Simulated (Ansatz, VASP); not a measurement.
# One calculation of AgI, two programs

```
Ag I
1.0
     2.98414    2.98414    0.00000
    -2.98414    2.98414    0.00000
     0.00000    2.98414    2.98414
Ag I
1 1
Direct
  0.00000 0.00000 0.00000
  0.75000 0.25000 0.50000
```

Alike in both runs: task single point; functional PBEsol; k mesh 6 × 6 × 6; non-collinear spin, spin-orbit coupling.

|  | VASP | Ansatz |
| --- | --- | --- |
| version | VASP 6.6.1 | Ansatz 0.2.0 |
| potentials or method | VASP PAW PBE potentials, release 64 (Ag, I), cutoff 500 eV | all-electron LAPW |
| occupations | gaussian, width 0.01 eV | fixed |

VASP gave:

| Item | Value |
| --- | --- |
| pressure (GPa) | 14.9 |
| net moment per atom (μB) | 0.00 |

Which values does Ansatz return?

Pressure (GPa): 15.0; net moment per atom (μB): 0.00.

VASP's potentials were made for PBE, not for PBEsol. Ansatz ran all-electron here, and VASP with PAW potentials.
